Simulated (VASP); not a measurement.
The system is Mg3Sn2Ir.

```
Mg Sn Ir
1.0
     3.63115    0.00000    0.00000
     0.00000    3.63115    0.00000
     0.00000    0.00000   10.89344
Mg Sn Ir
3 2 1
Cartesian
  0.0000 0.0000 9.0779
  0.0000 0.0000 1.8156
  0.0000 0.0000 5.4467
  1.8156 1.8156 3.6311
  1.8156 1.8156 7.2623
  1.8156 1.8156 0.0000
```

* Program: VASP 6.6.1
* Task: relaxation of cell and atoms
* Functional: PBE
* Potentials or basis: VASP PAW PBE potentials, release 64 (Mg, Sn_d, Ir)
* Cutoff: 600 eV
* k mesh: 6 × 6 × 2
* Occupations: gaussian, width 0.1 eV
* Spin: no spin polarisation

At the start: pressure -8.1 GPa; volume 23.94 Å³/atom.

Task: Where does the relaxation end?

Result: Over 34 steps the energy falls by 343.2 meV/atom and the volume is 20.99 Å³/atom (-12.3 %); space group P4/mmm (No. 123, to 0.1 Å) before and after.

The path:
| step | energy change (eV) | largest force (eV/Å) | pressure (GPa) | volume (Å³) |
| --- | --- | --- | --- | --- |
| 1 | 0.0000 | 1.9008 | -8.10 | 143.63 |
| 2 | -1.0655 | 1.8101 | 0.03 | 119.92 |
| 3 | -1.0952 | 1.7154 | 2.67 | 115.81 |
| 4 | -1.4384 | 0.9323 | 2.68 | 115.95 |
| 5 | -1.5826 | 0.5428 | 3.37 | 116.12 |
| 6 | -1.6638 | 0.3472 | -2.02 | 125.24 |
| 7 | -1.6721 | 0.3960 | -0.85 | 122.93 |
| 8 | -1.7114 | 0.2333 | -0.60 | 122.39 |
| 9 | -1.7424 | 0.3633 | 0.03 | 121.45 |
| 10 | -1.7447 | 0.4460 | 0.38 | 121.07 |
| 11 | -1.7884 | 0.2750 | 0.38 | 121.98 |
| 12 | -1.8937 | 0.3931 | 0.91 | 124.31 |
| 13 | -1.9083 | 0.3752 | 0.41 | 125.77 |
| 14 | -1.9199 | 0.3590 | -0.08 | 127.40 |
| 15 | -1.9139 | 0.4348 | -0.91 | 130.52 |
| 16 | -1.9242 | 0.3725 | -0.37 | 128.33 |
| 17 | -1.9253 | 0.4175 | -0.68 | 129.44 |
| 18 | -1.9261 | 0.3953 | -0.56 | 128.94 |
| 19 | -1.9483 | 0.3360 | -0.31 | 128.44 |
| 20 | -1.9635 | 0.3522 | -0.03 | 127.79 |
| 21 | -1.9758 | 0.3684 | 0.51 | 126.44 |
| 22 | -1.9759 | 0.3706 | 0.32 | 126.83 |
| 23 | -1.9764 | 0.3685 | 0.42 | 126.64 |
| 24 | -1.9931 | 0.3276 | -0.18 | 127.44 |
| 25 | -2.0081 | 0.2470 | -1.32 | 129.11 |
| 26 | -2.0184 | 0.2238 | -1.13 | 128.64 |
| 27 | -2.0420 | 0.1516 | -0.55 | 127.23 |
| 28 | -2.0517 | 0.0502 | 0.81 | 124.43 |
| 29 | -2.0547 | 0.0521 | 0.28 | 125.45 |
| 30 | -2.0548 | 0.0484 | 0.36 | 125.32 |
| 31 | -2.0572 | 0.0493 | 0.17 | 125.65 |
| 32 | -2.0581 | 0.0551 | -0.28 | 126.42 |
| 33 | -2.0586 | 0.0525 | -0.13 | 126.13 |
| 34 | -2.0591 | 0.0290 | 0.01 | 125.93 |

Final structure:
```yaml
crystal:
  lattice:
    - [3.14827, 0.00000, 0.00000]
    - [0.00000, 3.14827, 0.00000]
    - [0.00000, 0.00000, 12.70536]
  atoms:
    - { symbol: Mg, position: [0.00000, 0.00000, 0.87862] }
    - { symbol: Mg, position: [0.00000, 0.00000, 0.12138] }
    - { symbol: Mg, position: [0.00000, 0.00000, 0.50000] }
    - { symbol: Sn, position: [0.50000, 0.50000, 0.31680] }
    - { symbol: Sn, position: [0.50000, 0.50000, 0.68320] }
    - { symbol: Ir, position: [0.50000, 0.50000, 0.00000] }
```

Caveat: a cell axis changed by over 15 % at a fixed basis, so the end point is rough.
